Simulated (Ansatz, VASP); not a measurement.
One calculation of InGa2O, two programs

The input INCAR:

```
PREC = Accurate
ENCUT = 600
EDIFF = 1E-6
ISMEAR = 0
SIGMA = 0.1
LREAL = F
LASPH = T
NELM = 100
ALGO = Normal
ISIF = 3
LWAVE = F
LCHARG = F
GGA = PE
IBRION = 2
NSW = 90
EDIFFG = -0.04
```

The input KPOINTS:

```
regular mesh
0
Gamma
  6 6 2
```

File POSCAR:

```
InGa2O
1.0
    2.8374904200      0.0000000000      0.0000000000
    0.0000000000      2.8374904200      0.0000000000
    0.0000000000      0.0000000000      9.7703887700
In Ga O
1 2 1
Direct
    0.0000000000      0.0000000000      0.5000000000
    0.0000000000      0.0000000000      0.8514815000
    0.0000000000      0.0000000000      0.1485185000
    0.0000000000      0.0000000000      0.0000000000
```

Input for Ansatz:

```yaml
crystal:
  lattice:
    - [2.83749042, 0.0, 0.0]
    - [0.0, 2.83749042, 0.0]
    - [0.0, 0.0, 9.77038877]
  atoms:
    - { symbol: In, position: [0.0, 0.0, 0.5] }
    - { symbol: Ga, position: [0.0, 0.0, 0.8514815] }
    - { symbol: Ga, position: [0.0, 0.0, 0.1485185] }
    - { symbol: O, position: [0.0, 0.0, 0.0] }
basis:
  ecutwfc: 420
kpoints:
  mp_grid: { grid: [6, 6, 2] }
hamiltonian:
  xc: pbe
scf:
  occupations: { method: gaussian, width: 0.1 }
  lower_state_search: "off"
output:
  forces: true
  stress: true
  eigenvalues: true
relax:
  adjacent_minimum: "off"
  f_tol: 0.04
  max_steps: 70
  cell: { stress_tol: 0.4 }
```

Alike in both runs: task relaxation of cell and atoms; functional PBE; k mesh 6 × 6 × 2; occupations gaussian, width 0.1 eV; no spin polarisation.

|  | VASP | Ansatz |
| --- | --- | --- |
| version | VASP 6.6.1 | Ansatz 0.2.0 |
| potentials or method | VASP PAW PBE potentials, release 64 (In_d, Ga_d, O), cutoff 600 eV | scalar-relativistic, plane waves, PAW |
| valence electrons in the cell | 45 | 45 |

|  | VASP | Ansatz | Ansatz less VASP |
| --- | --- | --- | --- |
| gap on the k mesh at the Fermi level, each at its own relaxed structure (eV) | none | none | - |
| relaxed volume (Å³/atom) | 23.87 | 23.66 | -0.217 |
| relaxed cell length with the largest relative difference (Å) | 3.122 | 3.111 | -0.0114 |

A gap of «none» marks a metal or a gap that the smearing closes.

The k mesh is coarse, so the values compare programs but aren't converged. Noted on VASP's run: the volume moved by over 15 % at a fixed basis, so the end points are rough.
